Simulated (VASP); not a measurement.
A run of VASP 6.6.1 is set up as follows.

INCAR

```
SYSTEM = Ge
  PREC = Accurate
  ENCUT = 520
  EDIFF = 1E-6
  ISMEAR = 0
  SIGMA = 0.01
  LREAL = .False.
  LASPH = .True.
  NELM = 80
  ALGO = Normal
  ISIF = 2
  LWAVE = .False.
  LCHARG = .True.
  GGA = PE
  LELF = .True.
  LVHAR = .True.
  NBANDS = 21
```

File KPOINTS:

```
Automatic mesh
0
Gamma
  4 4 4
  0 0 0
```

POSCAR

```
Ge
1.0
    0.0000000000      2.8289100000      2.8289100000
    2.8289100000      0.0000000000      2.8289100000
    2.8289100000      2.8289100000      0.0000000000
Ge
2
Direct
    0.0000000000      0.0000000000      0.0000000000
    0.2500000000      0.2500000000      0.2500000000
```

Potentials or basis: VASP PAW PBE potentials, release 64 (Ge_d).

Command:

```sh
$ cat potpaw_PBE.64/Ge_d/POTCAR > POTCAR
$ mpirun -np 1 vasp_std > vasp.out
```

Q: Estimate the band gap on the k mesh.

A: 0.04 eV, direct.

Q: Predict the pressure.

A: 3.5 GPa.

Caveat: the k points lie up to 0.48 Å⁻¹ apart. A k mesh can miss the band edges.
